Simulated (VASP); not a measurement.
# CoO (P-6m2) in VASP: settings compared

Aim: see how the results for CoO move with the level of theory and the settings. Levels: PBE+D3(BJ), PBE+D4, PBE. Tasks: single point.

All numbers are computed with VASP 6.6.1; they aren't measurements. Logs are shortened: lines on timing, memory, paths and dates and some standing lists are left out, and cuts for length are marked.

### 1 The cell of the first run

The structure is hexagonal, space group P-6m2 (No. 187). Conventional cell: a = 2.801 Å, b = 2.801 Å, c = 2.715 Å, α = 90.00°, β = 90.00°, γ = 120.00°. Within 2.9 Å of Co (site symmetry -6m2) lie 6 O at 2.11 Å and 8 Co at 2.71 to 2.80 Å. Within 2.9 Å of O (site symmetry -6m2) lie 6 Co at 2.11 Å and 8 O at 2.71 to 2.80 Å.

### 2 Single point, PBE+D3(BJ), collinear spin, ferromagnetic start

The input, INCAR:

```
SYSTEM = CoO
PREC = Accurate ; ENCUT = 520
EDIFF = 1E-6 ; ISMEAR = -1
SIGMA = 0.05 ; LREAL = .False.
LASPH = .True. ; NELM = 150
ALGO = Normal ; ISIF = 2
LWAVE = .False. ; LCHARG = .False.
ISPIN = 2 ; MAGMOM = 2 0
LORBIT = 11 ; LMAXMIX = 4
GGA = PE ; IVDW = 12
NBANDS = 18
```

The input, KPOINTS:

```
regular mesh
0
Gamma
  11 11 10
  0 0 0
```

The input, POSCAR:

```
CoO
1.0
    2.8014551597     -0.0000000028      0.0000000000
   -1.4007275774      2.4261313373      0.0000000000
    0.0000000000      0.0000000000      2.7145956023
Co O
1 1
Direct
    0.0000000000      0.0000000000      0.0000000000
    0.6666666667      0.3333333333      0.5000000000
```

Potentials or basis: VASP PAW PBE potentials, release 64 (Co, O).

On the command line:

```bash
> cat potpaw_PBE.64/Co/POTCAR potpaw_PBE.64/O/POTCAR > POTCAR
> mpirun -np 1 vasp_std > vasp.out
```

OUTCAR:

```text
SYSTEM = CoO
   PREC = Accurate
   ENCUT = 520
   EDIFF = 1E-6
   ISMEAR = -1
   LREAL = .False.
   LASPH = .True.
   NELM = 150
   ISIF = 2
   ISPIN = 2
   LORBIT = 11
   GGA = PE
   IVDW = 12
 IVDW          = 12

 ion  position               nearest neighbor table
   1  0.000  0.000  0.000-   2 2.11   2 2.11   2 2.11   2 2.11   2 2.11   2 2.11
   2  0.667  0.333  0.500-   1 2.11   1 2.11   1 2.11   1 2.11   1 2.11   1 2.11

  LATTYP: Found a hexagonal cell.
 ALAT       =     2.8014551597
 C/A-ratio  =     0.9689948429

  Lattice vectors:

 A1 = (   2.8014551597,  -0.0000000028,   0.0000000000)
 A2 = (  -1.4007275774,   2.4261313373,   0.0000000000)
 A3 = (   0.0000000000,   0.0000000000,   2.7145956023)

Analysis of symmetry for initial positions (statically):
=====================================================================
 Subroutine PRICEL returns:
 Original cell was already a primitive cell.

 Routine SETGRP: Setting up the symmetry group for a
 hexagonal supercell.

 Subroutine GETGRP returns: Found 12 space group operations
 (whereof 12 operations were pure point group operations)
 out of a pool of 24 trial point group operations.

The static configuration has the point symmetry D_3h.

Analysis of symmetry for dynamics (positions and initial velocities):
=====================================================================
 Subroutine PRICEL returns:
 Original cell was already a primitive cell.

 Routine SETGRP: Setting up the symmetry group for a
 hexagonal supercell.

 Subroutine GETGRP returns: Found 12 space group operations
 (whereof 12 operations were pure point group operations)
 out of a pool of 24 trial point group operations.

The dynamic configuration has the point symmetry D_3h.

Analysis of structural, dynamic, and magnetic symmetry:
=====================================================================
 Subroutine PRICEL returns:
 Original cell was already a primitive cell.

 Routine SETGRP: Setting up the symmetry group for a
 hexagonal supercell.

 Subroutine GETGRP returns: Found 12 space group operations
 (whereof 12 operations were pure point group operations)
 out of a pool of 24 trial point group operations.

The overall configuration has the point symmetry D_3h.

 Subroutine INISYM returns: Found 12 space group operations
 (whereof 12 operations are pure point group operations),
 and found     1 'primitive' translations

----------------------------------------------------------------------------------------

                                     Primitive cell

  volume of cell :      18.4503

  direct lattice vectors                    reciprocal lattice vectors
     2.801455160 -0.000000003  0.000000000     0.356957347  0.206089420  0.000000000
    -1.400727577  2.426131337  0.000000000     0.000000000  0.412178840  0.000000000
     0.000000000  0.000000000  2.714595602     0.000000000  0.000000000  0.368378995

  length of vectors
     2.801455160  2.801455160  2.714595602     0.412178840  0.412178840  0.368378995

  position of ions in fractional coordinates (direct lattice)
     0.000000000  0.000000000  0.000000000
     0.666666667  0.333333333  0.500000000

  ion indices of the primitive-cell ions
   primitive index   ion index
                 1           1
                 2           2

----------------------------------------------------------------------------------------

 KPOINTS: regular mesh

Automatic generation of k-mesh.
 Grid dimensions read from file:
 generate k-points for:   11   11   10

 Generating k-lattice:

  Cartesian coordinates                     Fractional coordinates (reciprocal lattice)
     0.032450668  0.018735402  0.000000000     0.090909091  0.000000000  0.000000000
     0.000000000  0.037470804  0.000000000     0.000000000  0.090909091  0.000000000
     0.000000000  0.000000000  0.036837900     0.000000000  0.000000000  0.100000000

  Length of vectors
     0.037470804  0.037470804  0.036837900

  Shift w.r.t. Gamma in fractional coordinates (k-lattice)
     0.000000000  0.000000000  0.000000000

[... 55 lines left out ...]
     17      35.3429      0.00000
     18      39.0318      0.00000

 k-point    24 :       0.1818    0.0909    0.1000
  band No.  band energies     occupation
      1     -11.5641      1.00000
      2       1.9492      1.00000
      3       3.1831      1.00000
      4       3.7051      1.00000
      5       4.5703      1.00000
      6       5.4679      1.00000
[... 10 lines left out ...]
     17      36.8126      0.00000
     18      38.4827      0.00000

 [... further k-points ...]

 spin component 2

 k-point     1 :       0.0000    0.0000    0.0000
  band No.  band energies     occupation
      1     -11.5333      1.00000
      2       4.7814      1.00000
      3       4.7814      1.00000
      4       5.4144      1.00000
      5       5.7812      1.00000
      6       8.7670      0.00762
[... 10 lines left out ...]
     17      35.9742      0.00000
     18      39.7358      0.00000

 k-point     2 :       0.0909    0.0000    0.0000
  band No.  band energies     occupation
      1     -11.4401      1.00000
      2       4.3454      1.00000
      3       4.8149      1.00000
      4       5.3136      1.00000
      5       5.8648      1.00000
      6       8.7515      0.01036
[... 10 lines left out ...]
     17      35.7879      0.00000
     18      39.6477      0.00000

 k-point     3 :       0.1818   -0.0000    0.0000
  band No.  band energies     occupation
      1     -11.1810      1.00000
      2       3.3648      1.00000
      3       4.9021      1.00000
      4       5.0803      1.00000
      5       6.0618      1.00000
      6       8.7023      0.02722
[... 412 lines left out ...]
 k-point    23 :       0.0909    0.0909    0.1000
  band No.  band energies     occupation
      1     -11.1780      1.00000
      2       3.7297      1.00000
      3       4.3570      1.00000
      4       4.8725      1.00000
      5       6.4505      1.00000
      6       8.4314      0.86331
[... 10 lines left out ...]
     17      35.7155      0.00000
     18      39.6268      0.00000

 k-point    24 :       0.1818    0.0909    0.1000
  band No.  band energies     occupation
      1     -10.8752      1.00000
      2       2.8184      1.00000
      3       4.3398      1.00000
      4       4.8366      1.00000
      5       6.4853      1.00000
      6       8.3388      0.97573
[... 10 lines left out ...]
     17      37.1883      0.00000
     18      38.9625      0.00000

 [... further k-points ...]

------------------------ aborting loop because EDIFF is reached ----------------------------------------

 Edisp (eV)   -0.46596

 E8    (eV) :    -0.1780

  FORCE on cell =-STRESS in cart. coord.  units (eV):
  Direction    XX          YY          ZZ          XY          YZ          ZX
  --------------------------------------------------------------------------------------
  -------------------------------------------------------------------------------------
  Total      -0.03420    -0.03420    -0.08845    -0.00000     0.00000     0.00000
  in kB      -2.96987    -2.96987    -7.68075    -0.00000     0.00000     0.00000
  external pressure =       -4.54 kB  Pullay stress =        0.00 kB

 VOLUME and BASIS-vectors are now :
 -----------------------------------------------------------------------------
  energy-cutoff  :      520.00
  volume of cell :       18.45
      direct lattice vectors                 reciprocal lattice vectors
     2.801455160 -0.000000003  0.000000000     0.356957347  0.206089420  0.000000000
    -1.400727577  2.426131337  0.000000000     0.000000000  0.412178840  0.000000000
     0.000000000  0.000000000  2.714595602     0.000000000  0.000000000  0.368378995

 POSITION                                       TOTAL-FORCE (eV/Angst)
 -----------------------------------------------------------------------------------
      0.00000      0.00000      0.00000        -0.000000     -0.000000      0.000000
      1.40073      0.80871      1.35730         0.000000      0.000000      0.000000
 -----------------------------------------------------------------------------------
    total drift:                               -0.000000      0.000000      0.000000

  FREE ENERGIE OF THE ION-ELECTRON SYSTEM (eV)
  ---------------------------------------------------
  free  energy   TOTEN  =       -13.3995364578 eV

  energy  without entropy=      -13.3731650994  energy(sigma->0) =      -13.38635078

 total charge

# of ion       s       p       d       tot
------------------------------------------
    1        0.315   0.410   7.159   7.884
    2        1.564   3.414   0.000   4.977
--------------------------------------------------
tot          1.879   3.824   7.159  12.862

 magnetization (x)

# of ion       s       p       d       tot
------------------------------------------
    1        0.006   0.007   2.529   2.542
    2        0.027   0.385   0.000   0.412
--------------------------------------------------
tot          0.033   0.392   2.529   2.954
```

Wall time 48 s (1 thread of Intel Xeon Platinum 8488C (Sapphire Rapids), shared host); peak memory 0.19 GiB.

What came out:

```yaml
Free_energy: -13.3995 eV
Pressure: -0.5 GPa
Band_gap_on_the_k_mesh: zero (filled and empty bands overlap)
Net_moment: 3.00 μB per cell
Site_moments: Co +2.54; O +0.41 μB
Valence_electrons_inside_the_program's_atomic_spheres: Co 7.88; O 4.98
Dispersion_energy_per_atom: -0.233 eV
```

Levels at points of the mesh, in eV from the Fermi level:
Spin up:
| k point | band 6 | band 7 | band 8 | band 9 | band 10 | band 11 | band 12 | band 13 |
| --- | --- | --- | --- | --- | --- | --- | --- | --- |
| (0.00, 0.00, 0.00) | -2.92 | -2.92 | -1.01 | -1.01 | 0.82 | 14.72 | 16.43 | 16.43 |
| (0.00, 0.00, 0.50) | -3.33 | -2.25 | -1.25 | -1.25 | 6.94 | 7.10 | 21.84 | 21.84 |
Spin down:
| k point | band 3 | band 4 | band 5 | band 6 | band 7 | band 8 | band 9 | band 10 |
| --- | --- | --- | --- | --- | --- | --- | --- | --- |
| (0.00, 0.00, 0.00) | -3.74 | -3.11 | -2.74 | 0.24 | 0.24 | 0.83 | 0.83 | 1.44 |
| (0.00, 0.00, 0.50) | -3.08 | -3.08 | -1.03 | -1.03 | -0.14 | 0.95 | 0.95 | 7.56 |

Caveat: a cell with one magnetic atom can't hold antiferromagnetic order, which such compounds often take; semilocal functionals often make such compounds metallic where correlation or magnetic order opens a gap, which also shifts bond lengths. With open d or f shells a metallic result of PBE can be an artefact of self-interaction; +U or a hybrid may open a gap.

### 3 Single point, PBE+D3(BJ), collinear spin, ferromagnetic start

This run uses another cell than the first one, of 9.26 Å³/atom.

The input, INCAR:

```
SYSTEM = CoO
PREC = Accurate
ENCUT = 520
EDIFF = 1E-7
ISMEAR = -1
SIGMA = 0.05
LREAL = .False.
LASPH = .True.
NELM = 150
ALGO = Normal
ISIF = 2
LWAVE = .False.
LCHARG = .False.
ISPIN = 2
MAGMOM = 2 0
LORBIT = 11
LMAXMIX = 4
GGA = PE
IVDW = 12
NBANDS = 18
```

KPOINTS is that of step 2.

The input, POSCAR:

```
CoO
1.0
    2.8057660255     -0.0000000028      0.0000000000
   -1.4028830103      2.4298646566      0.0000000000
    0.0000000000      0.0000000000      2.7154552535
Co O
1 1
Direct
    0.0000000000      0.0000000000      0.0000000000
    0.6666666667      0.3333333333      0.5000000000
```

Potentials or basis: VASP PAW PBE potentials, release 64 (Co, O).

On the command line:

```bash
> cat potpaw_PBE.64/Co/POTCAR potpaw_PBE.64/O/POTCAR > POTCAR
> mpirun -np 1 vasp_std > vasp.out
```

It took 47 s on 1 thread of Intel Xeon Platinum 8488C (Sapphire Rapids), shared host; peak memory 0.19 GiB.

It converged, with:

| Item | Value |
| --- | --- |
| Free energy | -13.3994 eV |
| Pressure | -1.0 GPa |
| Band gap on the k mesh | zero (filled and empty bands overlap) |
| Net moment | 3.00 μB per cell |
| Site moments | Co +2.54; O +0.41 μB |
| Valence electrons inside the program's atomic spheres | Co 7.88; O 4.98 |
| Dispersion energy per atom | -0.232 eV |

Stress tensor (GPa, compression positive):
```
-0.82  0.00  0.00
 0.00 -0.82  0.00
 0.00  0.00 -1.28
```

Levels at points of the mesh, in eV from the Fermi level:
Spin up:
```csv
k point,band 7,band 8,band 9,band 10,band 11,band 12
"(0.00, 0.00, 0.00)",-2.92,-1.01,-1.01,0.81,14.72,16.38
"(0.00, 0.00, 0.50)",-2.24,-1.25,-1.25,6.93,7.07,21.80
```
Spin down:
```tsv
k point	band 4	band 5	band 6	band 7	band 8	band 9
(0.00, 0.00, 0.00)	-3.09	-2.73	0.25	0.25	0.83	0.83
(0.00, 0.00, 0.50)	-3.08	-1.02	-1.02	-0.13	0.95	0.95
```

Caveat: three body term missing; a cell with one magnetic atom can't hold antiferromagnetic order, which such compounds often take; semilocal functionals often make such compounds metallic where correlation or magnetic order opens a gap, which also shifts bond lengths. With open d or f shells a metallic result of PBE can be an artefact of self-interaction; +U or a hybrid may open a gap.

### 4 Single point, PBE+D4, collinear spin, ferromagnetic start

This run uses another cell than the first one, of 9.26 Å³/atom.

The input, INCAR:

```
  PREC = Accurate
  ENCUT = 520
  EDIFF = 1E-6
  ISMEAR = -1
  SIGMA = 0.05
  LREAL = F
  LASPH = T
  NELM = 150
  ALGO = Normal
  ISIF = 2
  LWAVE = F
  LCHARG = F
  ISPIN = 2
  MAGMOM = 2 0
  LORBIT = 11
  LMAXMIX = 4
  GGA = PE
  IVDW = 13
  NBANDS = 18
```

The input, KPOINTS:

```
regular mesh
0
Gamma
  11 11 10
```

The input, POSCAR:

```
CoO
1.0
    2.8058109888     -0.0000000028      0.0000000000
   -1.4029054919      2.4299035959      0.0000000000
    0.0000000000      0.0000000000      2.7154531179
Co O
1 1
Direct
    0.0000000000      0.0000000000      0.0000000000
    0.6666666667      0.3333333333      0.5000000000
```

On the command line:

```bash
> cat potpaw_PBE.64/Co/POTCAR potpaw_PBE.64/O/POTCAR > POTCAR
> mpirun -np 1 vasp_std > vasp.out
```

Run time: 37 s. Hardware: 1 thread of Intel Xeon Platinum 8488C (Sapphire Rapids), shared host; peak memory 0.18 GiB.

It converged, with:

* Free energy: -13.4890 eV
* Pressure: -0.4 GPa
* Band gap on the k mesh: zero (filled and empty bands overlap)
* Net moment: 3.00 μB per cell
* Site moments: Co +2.54; O +0.41 μB
* Valence electrons inside the program's atomic spheres: Co 7.88; O 4.98
* Dispersion energy per atom: -0.277 eV

Stress tensor (GPa, compression positive):
```
-0.29  0.00  0.00
 0.00 -0.29  0.00
 0.00  0.00 -0.76
```

Levels at points of the mesh, in eV from the Fermi level:
Spin up:
```csv
k point,band 7,band 8,band 9,band 10,band 11,band 12
"(0.00, 0.00, 0.00)",-2.92,-1.01,-1.01,0.80,14.71,16.38
"(0.00, 0.00, 0.50)",-2.24,-1.25,-1.25,6.93,7.06,21.80
```
Spin down:
```tsv
k point	band 2	band 3	band 4	band 5	band 6	band 7	band 8	band 9	band 10	band 11
(0.00, 0.00, 0.00)	-3.73	-3.73	-3.09	-2.73	0.25	0.25	0.83	0.83	1.41	15.14
(0.00, 0.00, 0.50)	-8.43	-3.08	-3.08	-1.02	-1.02	-0.13	0.95	0.95	7.53	7.62
```

Caveat: a cell with one magnetic atom can't hold antiferromagnetic order, which such compounds often take; semilocal functionals often make such compounds metallic where correlation or magnetic order opens a gap, which also shifts bond lengths.

### 5 Single point, PBE, collinear spin, ferromagnetic start

This run uses another cell than the first one, of 9.43 Å³/atom.

The input, INCAR:

```
PREC = Accurate
ENCUT = 520
EDIFF = 1E-6
ISMEAR = -1
SIGMA = 0.05
LREAL = F
LASPH = T
NELM = 150
ALGO = Normal
ISIF = 2
LWAVE = F
LCHARG = F
ISPIN = 2
MAGMOM = 2 0
LORBIT = 11
LMAXMIX = 4
GGA = PE
NBANDS = 18
```

The input, KPOINTS:

```
Automatic mesh
0
Gamma
  11 11 10
```

The input, POSCAR:

```
CoO
1.0
    2.8297493448     -0.0000000029      0.0000000000
   -1.4148746699      2.4506348204      0.0000000000
    0.0000000000      0.0000000000      2.7207190185
Co O
1 1
Direct
    0.0000000000      0.0000000000      0.0000000000
    0.6666666667      0.3333333333      0.5000000000
```

On the command line:

```bash
> cat potpaw_PBE.64/Co/POTCAR potpaw_PBE.64/O/POTCAR > POTCAR
> mpirun -np 1 vasp_std > vasp.out
```

It took 35 s on 1 thread of Intel Xeon Platinum 8488C (Sapphire Rapids), shared host; peak memory 0.18 GiB.

The run converged. Its results:

```
Free energy                                           : -12.9387 eV
Pressure                                              : -0.4 GPa
Band gap on the k mesh                                : zero (filled and empty bands overlap)
Net moment                                            : 3.00 μB per cell
Site moments                                          : Co +2.55; O +0.41 μB
Valence electrons inside the program's atomic spheres : Co 7.85; O 4.97
```

Stress tensor (GPa, compression positive):
```
-0.29  0.00  0.00
 0.00 -0.29  0.00
 0.00  0.00 -0.73
```

Levels at points of the mesh, in eV from the Fermi level:
Spin up:
```csv
k point,band 5,band 6,band 7,band 8,band 9,band 10,band 11,band 12,band 13,band 14
"(0.00, 0.00, 0.00)",-3.65,-2.93,-2.93,-1.02,-1.02,0.70,14.68,16.12,16.12,18.79
"(0.00, 0.00, 0.50)",-3.28,-3.28,-2.18,-1.26,-1.26,6.85,6.90,21.44,21.44,21.58
```
Spin down:
```
           k point  band 4  band 5  band 6  band 7  band 8  band 9
(0.00, 0.00, 0.00)   -2.97   -2.66    0.27    0.27    0.82    0.82
(0.00, 0.00, 0.50)   -3.03   -0.99   -0.99   -0.11    0.94    0.94
```

Caveat: a cell with one magnetic atom can't hold antiferromagnetic order, which such compounds often take; semilocal functionals often make such compounds metallic where correlation or magnetic order opens a gap, which also shifts bond lengths. With open d or f shells a metallic result of PBE can be an artefact of self-interaction; +U or a hybrid may open a gap.

### 6 Overview

```csv
level,cell,gap on the mesh (eV),pressure (GPa),moment (μB)
PBE+D3(BJ),"a = 2.801, b = 2.801, c = 2.715 Å, angles 90.0, 90.0, 120.0°, 2 atoms",none,-0.5,3.00
PBE+D3(BJ),"a = 2.806, b = 2.806, c = 2.715 Å, angles 90.0, 90.0, 120.0°, 2 atoms",none,-1.0,3.00
PBE+D4,"a = 2.806, b = 2.806, c = 2.715 Å, angles 90.0, 90.0, 120.0°, 2 atoms",none,-0.4,3.00
PBE,"a = 2.830, b = 2.830, c = 2.721 Å, angles 90.0, 90.0, 120.0°, 2 atoms",none,-0.4,3.00
```

Alike in all rows: task single point; potentials or basis VASP PAW PBE potentials, release 64 (Co, O); spin collinear, ferromagnetic start; k mesh 11 × 11 × 10; cutoff (eV) 520; smearing fermi-dirac 0.05 eV.

Caveats: a cell with one magnetic atom can't hold antiferromagnetic order, which such compounds often take; semilocal functionals often make such compounds metallic where correlation or magnetic order opens a gap, which also shifts bond lengths; three body term missing (at least some runs).

Total energies depend on the potentials used, so only differences within one code and one set of settings carry meaning.
